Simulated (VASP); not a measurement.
## PtS2: single point with PBEsol

Crystal: PtS2.

```
Pt S
1.0
     3.45462    0.00000    0.00000
    -1.72731    2.99179    0.00000
     0.00000    0.00000    5.03880
Pt S
1 2
Direct
  0.00000 0.00000 0.00000
  0.33333 0.66667 0.25000
  0.66667 0.33333 0.75000
```

This cell differs from its parent crystal: strain -0.025 along x and y, +0.000 along z.

```json
{"Program": "VASP 6.6.1", "Task": "single point", "Functional": "PBEsol", "Potentials or basis": "VASP PAW PBE potentials, release 64 (Pt, S)", "Cutoff": "520 eV", "k mesh": "12 × 12 × 8", "Occupations": "gaussian, width 0.05 eV", "Spin": "no spin polarisation", "Dipole correction": "no", "Further INCAR settings": "ALGO = Normal; EDIFF = 1e-06; NBANDS = 18"}
```

```
Pressure               : 5.7 GPa
Band gap on the k mesh : 0.63 eV, indirect (least direct gap 0.83 eV)
```

Forces on the atoms (eV/Å):
```
Pt   0.000  0.000  0.000
S    0.000  0.000  0.002
S    0.000  0.000 -0.002
```

Stress tensor (GPa, compression positive):
```
8.14 0.00 0.00
0.00 8.14 0.00
0.00 0.00 0.91
```

Levels at points of the mesh, in eV from the valence-band top:
| k point | band 9 | band 10 | band 11 | band 12 | band 13 | band 14 |
| --- | --- | --- | --- | --- | --- | --- |
| (0.00, 0.00, 0.00) | -1.05 | -1.05 | -0.01 | 1.99 | 1.99 | 4.46 |
| (0.50, 0.00, 0.00) | -3.17 | -3.11 | -2.56 | 1.41 | 2.65 | 5.58 |
| (0.00, 0.00, 0.50) | -1.36 | -1.36 | -1.19 | 2.70 | 2.70 | 5.42 |
| (0.50, 0.00, 0.50) | -2.78 | -2.72 | -1.60 | 1.54 | 2.44 | 4.97 |

Wall time 43 s on 1 thread of Intel(R) Xeon(R) 6975P-C (Granite Rapids), on a shared host, peak memory 0.26 GiB.

Caveat: the cell differs from its parent crystal (strain -0.025 along x and y, +0.000 along z); the PAW data sets were made with another functional, which shifts forces and pressure a little; spin-orbit coupling is left out, which moves the levels of the heavy elements. A k mesh can miss the band edges.
